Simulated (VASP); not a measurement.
The system is AlCo3.

```
CELL_PARAMETERS angstrom
3.57495 0.00000 0.00000
0.00000 3.57495 0.00000
0.00000 0.00000 3.57495
ATOMIC_POSITIONS crystal
Al 0.00000 0.00000 0.00000
Co 0.50000 0.50000 0.00000
Co 0.50000 0.00000 0.50000
Co 0.00000 0.50000 0.50000
```

Base run:

```yaml
Program: VASP 6.6.1
Functional: PBEsol
Potentials_or_basis: VASP PAW PBE potentials, release 64 (Al, Co)
Cutoff: 520 eV
k_mesh: 12 × 12 × 12
Occupations: gaussian, width 0.1 eV
Spin: collinear spin, ferromagnetic start
Starting_moments: "[-0.06, 1.15, 1.15, 1.15] μB"
Fixed_moment: 3 μB
```

Its results: pressure -10.2 GPa; site moments Al -0.03; Co +1.03 μB.

The run is repeated on the same cell with these changes: fixed moment from 3 μB to 7.5 μB; moments at the start from [-0.06, 1.15, 1.15, 1.15] to [0.17, 2.53, 2.53, 2.53]. What comes out?

Pressure 11.9 GPa; site moments Al +0.10; Co +2.32 μB.

Caveats: the PAW data sets were made with another functional, which shifts forces and pressure a little; the total moment is fixed, so each spin has its own Fermi level; the cell stands under tension (at least some runs); the cell stands under pressure (at least some runs).
